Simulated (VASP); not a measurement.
A run of VASP 6.6.1 is set up as follows.

Contents of INCAR:

```
SYSTEM = Ni
  AGGAC = 1.0
  AGGAX = 1.0
  ALDAC = 0.0
  ALDAX = 1.0
  ALGO = Normal
  EDIFF = 1E-6
  ENCUT = 600
  GGA = B5
  GGA_COMPAT = .FALSE.
  ISIF = 2
  ISMEAR = -1
  ISPIN = 2
  LASPH = .TRUE.
  LCHARG = .FALSE.
  LMAXMIX = 4
  LORBIT = 11
  LREAL = .FALSE.
  LWAVE = .FALSE.
  MAGMOM = 1
  NBANDS = 15
  NELM = 200
  PREC = Accurate
  SIGMA = 0.05
```

File KPOINTS:

```
k-points
0
G
  13 13 13
  0 0 0
```

The input POSCAR:

```
Ni
1.0
   -1.4248626755      1.4248626755      1.4248626755
    1.4248626755     -1.4248626755      1.4248626755
    1.4248626755      1.4248626755     -1.4248626755
Ni
1
Direct
    0.0000000000      0.0000000000      0.0000000000
```

Potentials or basis: VASP PAW PBE potentials, release 64 (Ni).

Command:

```sh
$ cat potpaw_PBE.64/Ni/POTCAR > POTCAR
$ mpirun -np 1 vasp_std > vasp.out
```

Problem. Estimate the pressure.

Solution. 0.0 GPa.

Problem. What does it give for the site moments?

Solution. Ni +0.59 μB.

Problem. Estimate the net moment.

Solution. 0.58 μB per cell.

Caveat: the PAW data sets were made with another functional, which shifts forces and pressure a little.
